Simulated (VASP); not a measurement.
A run of VASP 6.6.1 is set up as follows.

INCAR

```
SYSTEM = Ru
  PREC = Accurate
  ENCUT = 600
  EDIFF = 1E-7
  ISMEAR = -1
  SIGMA = 0.1
  LREAL = .FALSE.
  LASPH = .TRUE.
  NELM = 100
  ALGO = Normal
  ISIF = 3
  LWAVE = .FALSE.
  LCHARG = .FALSE.
  GGA = CA
  IBRION = 2
  NSW = 80
  EDIFFG = -0.01
```

KPOINTS

```
regular mesh
0
G
  13 13 4
  0 0 0
```

The input POSCAR:

```
Ru
1.0
    2.6763033576      0.0000000000      0.0000000000
   -1.3381516788      2.3177466960      0.0000000000
    0.0000000000      0.0000000000      8.7408067661
Ru
4
Direct
    0.0000000000      0.0000000000      0.0000000000
    0.0000000000      0.0000000000      0.5000000000
    0.3333333333      0.6666666667      0.2500000000
    0.6666666667      0.3333333333      0.7500000000
```

Potentials or basis: VASP PAW LDA potentials, release 64 (Ru_pv).

The run is started by

```sh
$ cat potpaw_LDA.64/Ru_pv/POTCAR > POTCAR
$ mpirun -np 1 vasp_std > vasp.out
```

(1) Estimate the relaxed volume.

(2) Estimate the relaxed cell.

Results:

(1) 13.18 Å³/atom.

(2) a = 2.666 Å, b = 2.666 Å, c = 8.562 Å, α = 90.00°, β = 90.00°, γ = 120.00°.
